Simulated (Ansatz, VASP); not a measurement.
# Two plane-wave programs on HfN

```
Hf N
1.0
     2.79044    0.00000    0.00000
     0.00000    2.79044    0.00000
     0.00000    0.00000    2.79044
Hf N
1 1
Cartesian
  0.0000 0.0000 0.0000
  1.3952 1.3952 1.3952
```

Alike in both runs: task single point; functional PBEsol; k mesh 12 × 12 × 12; occupations gaussian, width 0.05 eV; no spin polarisation.

|  | VASP | Ansatz |
| --- | --- | --- |
| version | VASP 6.6.1 | Ansatz 0.2.0 |
| potentials or method | VASP PAW PBE potentials, release 64 (Hf_pv, N), cutoff 520 eV | scalar-relativistic, plane waves, PAW |
| valence electrons in the cell | 15 | 31 |

|  | VASP | Ansatz | Ansatz less VASP |
| --- | --- | --- | --- |
| gap on the k mesh at the Fermi level (eV) | none | none | - |
| pressure (GPa) | -2.5 | 0.1 | +2.63 |

VASP's potentials were made for PBE, not for PBEsol. A gap of «none» marks a metal or a gap that the smearing closes. VASP's potentials hold 15 valence electrons a cell and Ansatz's 31, so a difference there can come from the potentials and not from the codes.

Spin-orbit coupling is off throughout.
